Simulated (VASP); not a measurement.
Input of a VASP 6.6.1 run:

Contents of INCAR:

```
SYSTEM = IrRhO2
ALGO     = Normal         ! electronic algorithm
EDIFF    = 1E-6           ! SCF threshold, eV
ENCUT    = 520            ! plane-wave cutoff, eV
GGA      = PE             ! functional
ISIF     = 2              ! what is computed and relaxed
ISMEAR   = -1             ! smearing method
LASPH    = .True.         ! aspherical terms in the spheres
LCHARG   = .False.        ! write CHGCAR
LREAL    = .False.        ! projectors in reciprocal space
LWAVE    = .False.        ! write WAVECAR
NBANDS   = 26             ! bands
NELM     = 80             ! most SCF steps
PREC     = Accurate       ! precision mode
SIGMA    = 0.1            ! smearing width, eV
```

The input KPOINTS:

```
k-points
0
Gamma
  10 10 10
  0 0 0
```

The input POSCAR:

```
IrRhO2
1.0
    3.1036740000      0.0000000000      0.0000000000
   -1.5518370000      2.6878620000      0.0000000000
    0.0000000000     -1.7919050000      5.7750240000
Rh Ir O
1 1 2
Direct
    0.5000000000      0.0000000000      0.5000000000
    0.0000000000      0.0000000000      0.0000000000
    0.1110000000      0.2220000000      0.3330000000
    0.8890000000      0.7780000000      0.6670000000
```

Potentials or basis: VASP PAW PBE potentials, release 64 (Rh_pv, Ir, O).

Launch:

```bash
$ cat potpaw_PBE.64/Rh_pv/POTCAR potpaw_PBE.64/Ir/POTCAR potpaw_PBE.64/O/POTCAR > POTCAR
$ mpirun -np 1 vasp_std > vasp.out
```

**Question.** What does it give for the largest force?

**Answer.** 0.450 eV/Å.

**Question.** Predict the pressure.

**Answer.** 5.3 GPa.

**Question.** Predict the band gap on the k mesh.

**Answer.** Zero (bands 18 and 19 overlap by 1.36 eV).

Stress tensor (GPa, compression positive):
```
-5.00  0.00  0.00
 0.00 -5.00  0.00
 0.00  0.00 25.97
```

Caveat: the stress differs along the axes, from -5 to 26 GPa; spin-orbit coupling is left out, which moves the levels of the heavy elements.
